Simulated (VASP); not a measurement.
A run of VASP 6.6.1:

The input POSCAR:

```
FeSi
1.0
    4.4480343810      0.0000000000      0.0000000000
    0.0000000000      4.4480343810      0.0000000000
    0.0000000000      0.0000000000      4.4480343810
Fe Si
4 4
Direct
    0.1359940297      0.1359940297      0.1359940297
    0.3640059703      0.8640059703      0.6359940297
    0.6359940297      0.3640059703      0.8640059703
    0.8640059703      0.6359940297      0.3640059703
    0.8407200305      0.8407200305      0.8407200305
    0.6592799695      0.1592799695      0.3407200305
    0.3407200305      0.6592799695      0.1592799695
    0.1592799695      0.3407200305      0.6592799695
```

The input INCAR.step1:

```
SYSTEM = FeSi
PREC = Accurate
ENCUT = 520
EDIFF = 1E-6
ISMEAR = 0
SIGMA = 0.01
LREAL = .False.
LASPH = .True.
NELM = 60
ALGO = Normal
ISIF = 2
LWAVE = .False.
LCHARG = .True.
LMAXMIX = 4
GGA = PE
NBANDS = 34
```

Contents of KPOINTS.step1:

```
Automatic mesh
0
Gamma
  8 8 8
  0 0 0
```

Contents of INCAR.step2:

```
SYSTEM = FeSi
PREC = Accurate
ENCUT = 520
EDIFF = 1E-6
ISMEAR = -5
SIGMA = 0.01
LREAL = .False.
LASPH = .True.
NELM = 60
ALGO = Normal
ISIF = 2
LWAVE = .False.
LCHARG = .False.
LMAXMIX = 4
GGA = PE
LORBIT = 11
NBANDS = 34
NEDOS = 1001
ICHARG = 11
```

Contents of KPOINTS.step2:

```
Automatic mesh
0
Gamma
  12 12 12
  0 0 0
```

Potentials or basis: VASP PAW PBE potentials, release 64 (Fe, Si).

The run is started by

```bash
$ cat potpaw_PBE.64/Fe/POTCAR potpaw_PBE.64/Si/POTCAR > POTCAR
$ cp INCAR.step1 INCAR
$ cp KPOINTS.step1 KPOINTS
$ mpirun -np 1 vasp_std > vasp.out
$ cp INCAR.step2 INCAR
$ cp KPOINTS.step2 KPOINTS
$ mpirun -np 1 vasp_std > vasp.out
```

Hardware: 1 thread of Intel(R) Xeon(R) Platinum 8559C (Emerald Rapids) (shared host).

Question: Estimate the wall time of this run.

Answer: Run time: 3.7 min on 1 thread of Intel(R) Xeon(R) Platinum 8559C (Emerald Rapids), on a shared host, peak memory 0.4 GiB. Counts: k points 119.
